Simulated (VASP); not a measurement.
Write the native input for VASP 6.6.1 that does the following.

```
Task                   : single point
Functional             : PBE
Potentials or basis    : VASP PAW PBE potentials, release 64 (Ga_d, B)
Cutoff                 : 520 eV
k mesh                 : 12 × 12 × 6
Occupations            : gaussian, width 0.1 eV
Spin                   : no spin polarisation
Dipole correction      : no
Further INCAR settings : ALGO = Normal; EDIFF = 1e-06; NBANDS = 26
```

The structure of Ga2B3 lies in POSCAR:

```
Ga2B3
1.0
    3.1258258924      0.0000000000      0.0000000000
   -1.5629129462      2.7070446307      0.0000000000
    0.0000000000      0.0000000000      6.5627865280
Ga B
2 3
Direct
    0.3333333333      0.6666666667      0.1927692517
    0.6666666667      0.3333333333      0.8072307483
    0.0000000000      0.0000000000      0.0000000000
    0.3333333333      0.6666666667      0.5118538301
    0.6666666667      0.3333333333      0.4881461699
```

The input as run:

INCAR

```
SYSTEM = Ga2B3
ALGO     = Normal         ! electronic algorithm
EDIFF    = 1E-6           ! SCF threshold, eV
ENCUT    = 520            ! plane-wave cutoff, eV
GGA      = PE             ! functional
ISIF     = 2              ! what is computed and relaxed
ISMEAR   = 0              ! smearing method
LASPH    = .TRUE.         ! aspherical terms in the spheres
LCHARG   = .FALSE.        ! write CHGCAR
LREAL    = .FALSE.        ! projectors in reciprocal space
LWAVE    = .FALSE.        ! write WAVECAR
NBANDS   = 26             ! bands
NELM     = 80             ! most SCF steps
PREC     = Accurate       ! precision mode
SIGMA    = 0.1            ! smearing width, eV
```

KPOINTS

```
k-points
0
G
  12 12 6
  0 0 0
```

Potentials or basis: VASP PAW PBE potentials, release 64 (Ga_d, B).

Command:

```sh
$ cat potpaw_PBE.64/Ga_d/POTCAR potpaw_PBE.64/B/POTCAR > POTCAR
$ mpirun -np 1 vasp_std > vasp.out
```

Results of the run:

```yaml
Pressure: 0.1 GPa
Largest_force: 0.005 eV/Å
```

Wall time 100 s on 1 thread of Intel(R) Xeon(R) Platinum 8259CL CPU @ 2.50GHz (Skylake/Cascade Lake) (shared host), peak memory 0.25 GiB.
